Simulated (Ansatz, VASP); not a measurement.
**One calculation of InP, two programs**

```
CELL_PARAMETERS angstrom
0.00000 3.23735 2.52513
3.23735 0.00000 2.52513
3.23735 3.23735 0.00000
ATOMIC_POSITIONS crystal
In 0.00000 0.00000 0.00000
P 0.75000 0.75000 0.75000
```

Alike in both runs: task single point; functional PBE; k mesh 12 × 12 × 12; occupations gaussian, width 0.05 eV; no spin polarisation.

```csv
,VASP,Ansatz
version,VASP 6.6.1,Ansatz 0.2.0
potentials or method,"VASP PAW PBE potentials, release 64 (In_d, P), cutoff 520 eV","scalar-relativistic, plane waves, PAW"
valence electrons in the cell,18,18
```

```csv
,VASP,Ansatz,Ansatz less VASP
gap on the k mesh at the Fermi level (eV),0.18,0.18,0.000
least direct gap on the mesh (eV),0.29,0.29,-0.001
pressure (GPa),-1.3,-1.3,+0.04
"traceless stress, the component that is largest in VASP (GPa)",4.23,4.23,-0.001
```
